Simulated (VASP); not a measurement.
Write the native input for VASP 6.6.1 that does the following.

| Quantity | Value |
| --- | --- |
| Task | single point |
| Functional | PBE |
| Potentials or basis | VASP PAW PBE potentials, release 64 (W_sv) |
| Cutoff | 520 eV |
| k mesh | 11 × 11 × 11 |
| Occupations | fermi-dirac, width 0.08 eV |
| Spin | no spin polarisation |
| Dipole correction | no |
| Further INCAR settings | ALGO = Normal; EDIFF = 1e-06; NBANDS = 21 |

The structure of W lies in POSCAR:

```
W
1.0
    3.1834185696      0.0000000000      0.0000000000
    0.0000000000      3.1834185696      0.0000000000
    0.0000000000      0.0000000000      3.1834185696
W
2
Direct
    0.0000000000      0.0000000000      0.0000000000
    0.5000000000      0.5000000000      0.5000000000
```

These files were run (other wordings do the same):

INCAR

```
SYSTEM = W
  PREC = Accurate
  ENCUT = 520
  EDIFF = 1E-6
  ISMEAR = -1
  SIGMA = 0.08
  LREAL = .FALSE.
  LASPH = .TRUE.
  NELM = 60
  ALGO = Normal
  ISIF = 2
  LWAVE = .FALSE.
  LCHARG = .TRUE.
  GGA = PE
  LELF = .TRUE.
  LVHAR = .TRUE.
  NBANDS = 21
```

KPOINTS

```
Automatic mesh
0
G
  11 11 11
  0 0 0
```

Potentials or basis: VASP PAW PBE potentials, release 64 (W_sv).

Launch:

```sh
$ cat potpaw_PBE.64/W_sv/POTCAR > POTCAR
$ mpirun -np 1 vasp_std > vasp.out
```

Results of the run:

The pressure is 0.4 GPa. The band gap on the k mesh is zero (band 14 reaches 11.50 eV, above the bottom of band 15 at 10.87 eV).

Caveat: spin-orbit coupling is left out, which moves the levels of the heavy elements.

Wall time 11 s on 1 thread of Intel(R) Xeon(R) Platinum 8559C (Emerald Rapids), with other jobs on the host, peak memory 0.15 GiB.
